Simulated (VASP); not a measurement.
# Cl (Cmce) in VASP: relaxation of the atoms with PBE+D3(BJ)

Aim: the relaxation of the atoms of Cl with PBE+D3(BJ).

All numbers are computed with VASP 6.6.1; they aren't measurements. Logs are shortened: lines on timing, memory, paths and dates and some standing lists are left out, and cuts for length are marked.

## (1) The cell of the first run

It takes space group Cmce (No. 64, orthorhombic). The conventional cell has a = 6.290 Å, b = 4.500 Å, c = 8.210 Å, α = 90.00°, β = 90.00°, γ = 90.00°. Within 2.7 Å of Cl (site symmetry m) lie 1 Cl at 2.02 Å.

## (2) Relaxation of the atoms, PBE+D3(BJ)

File INCAR:

```
  ALGO = Normal
  EDIFF = 1E-7
  EDIFFG = -0.01
  ENCUT = 520
  GGA = PE
  IBRION = 2
  ISIF = 2
  ISMEAR = 0
  IVDW = 12
  KPAR = 2
  LASPH = T
  LCHARG = F
  LREAL = F
  LWAVE = F
  NELM = 60
  NSW = 60
  PREC = Accurate
  SIGMA = 0.02
```

File KPOINTS:

```
k-points
0
Gamma
  8 8 4
```

File POSCAR:

```
Cl
1.0
    3.1450000000     -2.2500000000      0.0000000000
    3.1450000000      2.2500000000      0.0000000000
    0.0000000000      0.0000000000      8.2100000000
Cl
4
Direct
    0.8700000000      0.1300000000      0.1000000000
    0.6300000000      0.3700000000      0.6000000000
    0.1300000000      0.8700000000      0.9000000000
    0.3700000000      0.6300000000      0.4000000000
```

Potentials or basis: VASP PAW PBE potentials, release 64 (Cl).

The run is started by

```console
$ cat potpaw_PBE.64/Cl/POTCAR > POTCAR
$ mpirun -np 2 vasp_std > vasp.out
```

OUTCAR:

```text
EDIFF = 1E-7
   EDIFFG = -0.01
   ENCUT = 520
   GGA = PE
   IBRION = 2
   ISIF = 2
   ISMEAR = 0
   IVDW = 12
   LASPH = T
   LREAL = F
   NELM = 60
   NSW = 60
   PREC = Accurate
 IVDW          = 12

 ion  position               nearest neighbor table
   1  0.870  0.130  0.100-   3 2.02
   2  0.630  0.370  0.600-   4 2.02
   3  0.130  0.870  0.900-   1 2.02
   4  0.370  0.630  0.400-   2 2.02

  LATTYP: Found a base centered orthorhombic cell.
 ALAT       =     4.5000000000
 B/A-ratio  =     1.3977777778
 C/A-ratio  =     1.8244444444

  Lattice vectors:

 A1 = (  -3.1450000000,  -2.2500000000,   0.0000000000)
 A2 = (   3.1450000000,  -2.2500000000,   0.0000000000)
 A3 = (   0.0000000000,   0.0000000000,   8.2100000000)

Analysis of symmetry for initial positions (statically):
=====================================================================
 Subroutine PRICEL returns:
 Original cell was already a primitive cell.

 Routine SETGRP: Setting up the symmetry group for a
 base centered orthorhombic supercell.

 Subroutine GETGRP returns: Found  8 space group operations
 (whereof  4 operations were pure point group operations)
 out of a pool of  8 trial point group operations.

The static configuration has the point symmetry C_2h.
 The point group associated with its full space group is D_2h.

Analysis of symmetry for dynamics (positions and initial velocities):
=====================================================================
 Subroutine PRICEL returns:
 Original cell was already a primitive cell.

 Routine SETGRP: Setting up the symmetry group for a
 base centered orthorhombic supercell.

 Subroutine GETGRP returns: Found  8 space group operations
 (whereof  4 operations were pure point group operations)
 out of a pool of  8 trial point group operations.

The dynamic configuration has the point symmetry C_2h.
 The point group associated with its full space group is D_2h.

 Subroutine INISYM returns: Found  8 space group operations
 (whereof  4 operations are pure point group operations),
 and found     1 'primitive' translations

----------------------------------------------------------------------------------------

                                     Primitive cell

  volume of cell :     116.1920

  direct lattice vectors                    reciprocal lattice vectors
     3.145000000 -2.250000000  0.000000000     0.158982512 -0.222222222  0.000000000
     3.145000000  2.250000000  0.000000000     0.158982512  0.222222222  0.000000000
     0.000000000  0.000000000  8.210000000     0.000000000  0.000000000  0.121802680

  length of vectors
     3.866978795  3.866978795  8.210000000     0.273236445  0.273236445  0.121802680

  position of ions in fractional coordinates (direct lattice)
     0.870000000  0.130000000  0.100000000
     0.630000000  0.370000000  0.600000000
     0.130000000  0.870000000  0.900000000
     0.370000000  0.630000000  0.400000000

  ion indices of the primitive-cell ions
   primitive index   ion index
                 1           1
                 2           2
                 3           3
                 4           4

----------------------------------------------------------------------------------------

 KPOINTS: k-points

Automatic generation of k-mesh.
 Grid dimensions read from file:
 generate k-points for:    8    8    4

 Generating k-lattice:

  Cartesian coordinates                     Fractional coordinates (reciprocal lattice)
     0.019872814 -0.027777778  0.000000000     0.125000000  0.000000000  0.000000000
     0.019872814  0.027777778  0.000000000     0.000000000  0.125000000  0.000000000
     0.000000000  0.000000000  0.030450670     0.000000000  0.000000000  0.250000000

  Length of vectors
     0.034154556  0.034154556  0.030450670

  Shift w.r.t. Gamma in fractional coordinates (k-lattice)
     0.000000000  0.000000000  0.000000000

 Subroutine IBZKPT returns following result:
 ===========================================

 Found     63 irreducible k-points:

 Following reciprocal coordinates:
            Coordinates               Weight
  0.000000  0.000000  0.000000      1.000000
  0.125000  0.000000  0.000000      4.000000
  0.250000  0.000000  0.000000      4.000000
  0.375000  0.000000  0.000000      4.000000
  0.500000  0.000000  0.000000      2.000000
  0.125000  0.125000  0.000000      2.000000
[... 16 lines left out ...]
  0.125000  0.000000  0.250000      8.000000
  0.250000  0.000000  0.250000      8.000000
 [... further k-points ...]
   k-points           NKPTS =     63   k-points in BZ     NKDIM =     63   number of bands    NBANDS=     18
   number of dos      NEDOS =    301   number of ions     NIONS =      4
   total plane-waves  NPLWV =  57600
   dimension x,y,z NGX =    30 NGY =   30 NGZ =   64
   dimension x,y,z NGXF=    60 NGYF=   60 NGZF=  128
   ions per type =               4
   NGX,Y,Z   is equivalent  to a cutoff of  12.90, 12.90, 12.96 a.u.
   NGXF,Y,Z  is equivalent  to a cutoff of  25.79, 25.79, 25.92 a.u.
 SYSTEM =  unknown system
   PREC   = accura    normal or accurate (medium, high low for compatibility)
   ISTART =      0    job   : 0-new  1-cont  2-samecut
   ICHARG =      2    charge: 1-file 2-atom 10-const
   ISPIN  =      1    spin polarized calculation?
   LNONCOLLINEAR =      F non collinear calculations
   LSORBIT =      F    spin-orbit coupling
   LASPH  =      T    aspherical Exc in radial PAW
   ENCUT  =  520.0 eV  38.22 Ry    6.18 a.u.   7.19  7.19 15.27*2*pi/ulx,y,z
   NELM   =     60;   NELMIN=  2; NELMDL= -5     # of ELM steps
   EDIFF  = 0.1E-06   stopping-criterion for ELM
   LREAL  =      F    real-space projection
   EDIFFG = -.1E-01   stopping-criterion for IOM
   NSW    =     60    number of steps for IOM
   IBRION =      2    ionic relax: 0-MD 1-quasi-New 2-CG
   NFREE  =      1    steps in history (QN), initial steepest desc. (CG)
   ISIF   =      2    stress and relaxation
   ISYM   =      2    0-nonsym 1-usesym 2-fastsym
   POTIM  = 0.5000    time-step for ionic-motion
   TEBEG  =    0.0;   TEEND  =   0.0 temperature during run
   PSTRESS=    0.0 pullay stress
   NELECT =      28.0000    total number of electrons
   NUPDOWN=      -1.0000    fix difference up-down
   EMIN   =  10.00;   EMAX   =-10.00  energy-range for DOS
   EFERMI =   0.00;   METHOD = LEGACY
   ISMEAR =     0;   SIGMA  =   0.02  broadening in eV -4-tet -1-fermi 0-gaus
   EFERMI_NEDOS =   21; number of points for ismear=-14 and -15
   IALGO  =     38    algorithm
   IMIX   =      4    mixing-type and parameters
     AMIX     =   0.40;   BMIX     =  1.00
     AMIX_MAG =   1.60;   BMIX_MAG =  1.00
  volume/ion in A,a.u.               =      29.05       196.03
  Fermi-wavevector in a.u.,A,eV,Ry     =   1.018753  1.925163 14.120900  1.037857
  Thomas-Fermi vector in A             =   2.152228
   LORBIT       =      0    0 simple, 1 ext, 2 COOP (PROOUT), +10 PAW based schemes
   GGA     = PE    functional components
   LHFCALC =     F    Hartree Fock is set to
   AEXX    =    0.0000 exact exchange contribution
   IVDW    =    12    specifies the selected vdW correction
   LEPSILON=     F    determine dielectric tensor
   LRPA    =     F    only Hartree local field effects (RPA)
 conjugate gradient relaxation of ions
 non-spin polarized calculation
 Gauss-broadening in eV      SIGMA  =   0.02
  energy-cutoff  :      520.00
  volume of cell :      116.19
 maximum number of plane-waves:      3157
 NGX is ok and might be reduce to    30
   NGX = 15   NGY = 15   NGZ = 31

--------------------------------------- Ionic step        1  -------------------------------------------

 number of electron      27.9999999 magnetization

 Free energy of the ion-electron system (eV)
  ---------------------------------------------------
  ext. energy  EPLUGINS =         0.00000000
  ---------------------------------------------------
  free energy    TOTEN  =        -7.31313890 eV

  energy without entropy =       -7.31313890  energy(sigma->0) =       -7.31313890

------------------------ aborting loop because EDIFF is reached ----------------------------------------

 Edisp (eV)   -0.60378

 E8    (eV) :    -0.2025

  FORCE on cell =-STRESS in cart. coord.  units (eV):
  Direction    XX          YY          ZZ          XY          YZ          ZX
  --------------------------------------------------------------------------------------
  -------------------------------------------------------------------------------------
  Total       0.07477    -0.68262    -1.00764     0.00000     0.00000     0.00000
  in kB       1.03102    -9.41271   -13.89436     0.00000     0.00000     0.00000
  external pressure =       -7.43 kB  Pullay stress =        0.00 kB
[... 103 lines left out ...]
  FREE ENERGIE OF THE ION-ELECTRON SYSTEM (eV)
  ---------------------------------------------------
  free  energy   TOTEN  =        -7.9191302645 eV

  energy  without entropy=       -7.9191302645  energy(sigma->0) =       -7.91913026

[... ionic steps 4 to 7 ...]

--------------------------------------- Ionic step        8  -------------------------------------------

 number of electron      27.9999998 magnetization

------------------------ aborting loop because EDIFF is reached ----------------------------------------

 Edisp (eV)   -0.60236

 E8    (eV) :    -0.2016
[... 73 lines left out ...]
  energy  without entropy=       -7.9290055099  energy(sigma->0) =       -7.92900551

--------------------------------------- Ionic step       10  -------------------------------------------

 number of electron      27.9999998 magnetization

 Free energy of the ion-electron system (eV)
  ---------------------------------------------------
  ext. energy  EPLUGINS =         0.00000000
  ---------------------------------------------------
  free energy    TOTEN  =        -7.32838053 eV

  energy without entropy =       -7.32838053  energy(sigma->0) =       -7.32838053

 E-fermi :  -0.4950     XC(G=0):  -7.7272

 val. band max:       -0.6135781934   @ k =   0.0000   0.0000   0.0000
 cond. band min:       1.9187688485   @ k =   0.0000   0.0000   0.0000
 fundamental gap:      2.5323470419
 Fermi energy:        -0.4950062288

 k-point     1 :       0.0000    0.0000    0.0000
  band No.  band energies     occupation
      1     -17.2523      2.00000
      2     -17.0308      2.00000
      3     -13.2753      2.00000
      4     -12.6581      2.00000
      5      -6.0101      2.00000
      6      -5.0569      2.00000
[... 10 lines left out ...]
     17       6.2596      0.00000
     18       6.6725      0.00000
[... 466 lines left out ...]
      2     -17.0234      2.00000
      3     -13.1178      2.00000
      4     -12.8121      2.00000
      5      -5.8562      2.00000
      6      -5.3446      2.00000
[... 10 lines left out ...]
     17       7.2644      0.00000
     18       7.5533      0.00000

 [... further k-points ...]

------------------------ aborting loop because EDIFF is reached ----------------------------------------

 Edisp (eV)   -0.60213

 E8    (eV) :    -0.2015

  FORCE on cell =-STRESS in cart. coord.  units (eV):
  Direction    XX          YY          ZZ          XY          YZ          ZX
  --------------------------------------------------------------------------------------
  -------------------------------------------------------------------------------------
  Total       0.01668    -0.49679    -0.46805     0.00000     0.00000     0.00000
  in kB       0.23005    -6.85028    -6.45391     0.00000     0.00000     0.00000
  external pressure =       -4.36 kB  Pullay stress =        0.00 kB
[... 19 lines left out ...]
  FREE ENERGIE OF THE ION-ELECTRON SYSTEM (eV)
  ---------------------------------------------------
  free  energy   TOTEN  =        -7.9305082566 eV

  energy  without entropy=       -7.9305082566  energy(sigma->0) =       -7.93050826

 reached required accuracy - stopping structural energy minimisation
```

It took 5.4 min on 2 MPI ranks of AMD EPYC 7R43 (Zen 3), shared host; peak memory 0.24 GiB.

What came out:

| Quantity | Value |
| --- | --- |
| Free energy | -7.9305 eV |
| Energy gained by relaxing | 3.4 meV/atom |
| Ionic steps | 10 |
| Pressure after relaxing | -0.4 GPa |
| Largest force after relaxing | 0.009 eV/Å |
| Band gap on the k mesh | 2.53 eV |
| Dispersion energy per atom | -0.151 eV |

Forces on the atoms (eV/Å):
```
Cl   0.000  0.001  0.009
Cl   0.000 -0.001  0.009
Cl   0.000 -0.001 -0.009
Cl   0.000  0.001 -0.009
```

Step by step:
```csv
step,energy change (eV),largest force (eV/Å),pressure (GPa)
1,0.0000,0.1593,-0.74
2,-0.0022,0.1070,-0.34
3,-0.0022,0.0935,-0.38
4,-0.0038,0.0863,-0.39
5,-0.0079,0.0621,-0.43
6,-0.0126,0.0422,-0.54
7,-0.0063,0.2512,-0.86
8,-0.0132,0.0701,-0.60
9,-0.0121,0.1580,-0.14
10,-0.0136,0.0094,-0.44
```

Final structure:
```yaml
crystal:
  lattice:
    - [3.14500, -2.25000, 0.00000]
    - [3.14500, 2.25000, 0.00000]
    - [0.00000, 0.00000, 8.21000]
  atoms:
    - { symbol: Cl, position: [0.88379, 0.11621, 0.10443] }
    - { symbol: Cl, position: [0.61621, 0.38379, 0.60443] }
    - { symbol: Cl, position: [0.11621, 0.88379, 0.89557] }
    - { symbol: Cl, position: [0.38379, 0.61621, 0.39557] }
```

Levels at points of the mesh, in eV from the valence-band top:
```tsv
k point	band 12	band 13	band 14	band 15	band 16	band 17
(0.00, 0.00, 0.00)	-0.21	-0.09	0.00	2.53	3.21	6.87
(0.50, 0.00, 0.00)	-0.59	-0.14	-0.14	3.00	3.00	8.32
(0.50, 0.50, 0.00)	-0.92	-0.21	-0.02	2.64	2.93	8.41
(0.00, 0.00, 0.50)	-0.54	-0.04	-0.04	2.78	2.78	7.39
(0.50, 0.00, 0.50)	-0.45	-0.02	-0.02	2.87	2.87	8.54
(0.50, 0.50, 0.50)	-0.64	-0.52	-0.52	2.72	2.72	8.90
```

A k mesh can miss the band edges.
